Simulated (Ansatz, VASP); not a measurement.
One calculation of Ba, two programs

The input INCAR:

```
ALGO = Normal
EDIFF = 1E-7
ENCUT = 520
GGA = PE
ISIF = 2
ISMEAR = -1
LASPH = True
LCHARG = False
LREAL = False
LWAVE = False
NBANDS = 11
NELM = 80
PREC = Accurate
SIGMA = 0.05
```

File KPOINTS:

```
k-points
0
Gamma
  8 8 8
```

The input POSCAR:

```
Ba
1.0
   -2.5065000000      2.5065000000      2.6067600000
    2.5065000000     -2.5065000000      2.6067600000
    2.5065000000      2.5065000000     -2.6067600000
Ba
1
Direct
    0.0000000000      0.0000000000      0.0000000000
```

Contents of input.yaml:

```yaml
crystal:
  lattice:
    - [-2.5065, 2.5065, 2.60676]
    - [2.5065, -2.5065, 2.60676]
    - [2.5065, 2.5065, -2.60676]
  atoms:
    - { symbol: Ba, position: [0.0, 0.0, 0.0] }
kpoints:
  mp_grid: { grid: [8, 8, 8] }
scf:
  occupations: { method: fermi_dirac, width: 0.05 }
hamiltonian:
  xc: pbe
  pseudopotentials: { kind: all_electron, lapw: { basis_error: 0.001 } }
output:
  forces: true
  stress: true
  eigenvalues: true
```

Change from the starting cell: strain = 0.04.

Alike in both runs: task single point; functional PBE; k mesh 8 × 8 × 8; occupations fermi-dirac, width 0.05 eV; no spin polarisation.

```csv
,VASP,Ansatz
version,VASP 6.6.1,Ansatz 0.2.0
potentials or method,"VASP PAW PBE potentials, release 64 (Ba_sv), cutoff 520 eV","all-electron LAPW, scalar-relativistic"
```

|  | VASP | Ansatz | Ansatz less VASP |
| --- | --- | --- | --- |
| gap on the k mesh at the Fermi level (eV) | none | none | - |
| pressure (GPa) | -0.3 | -0.3 | -0.04 |
| traceless stress, the component that is largest in VASP (GPa) | -0.10 | -0.10 | +0.001 |

A gap of «none» marks a metal or a gap that the smearing closes. Ansatz ran all-electron here, and VASP with PAW potentials.

Neither program's run includes spin-orbit coupling.
